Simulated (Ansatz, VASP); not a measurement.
# Two plane-wave programs on B

```xyz
1
Lattice="1.7024 0.0000 0.0000 -0.8512 1.4744 0.0000 0.0000 0.0000 3.4537" Properties=species:S:1:pos:R:3 pbc="T T T"
B     0.0000    0.0000    0.0000
```

Change from the starting cell: strain +0.000 along x and y, -0.050 along z, atoms carried along.

Alike in both runs: task single point; functional PBE; dispersion D3(BJ); k mesh 33 × 33 × 14; occupations gaussian, width 0.15 eV; no spin polarisation.

```csv
,VASP,Ansatz
version,VASP 6.6.1,Ansatz 0.2.0
potentials or method,"VASP PAW PBE potentials, release 64 (B), cutoff 500 eV","scalar-relativistic, plane waves, PAW"
valence electrons in the cell,3,3
```

|  | VASP | Ansatz | Ansatz less VASP |
| --- | --- | --- | --- |
| gap on the k mesh at the Fermi level (eV) | none | none | - |
| pressure (GPa) | 0.5 | 0.5 | +0.04 |
| traceless stress, the component that is largest in VASP (GPa) | -1.12 | -1.09 | +0.032 |

A gap of «none» marks a metal or a gap that the smearing closes.
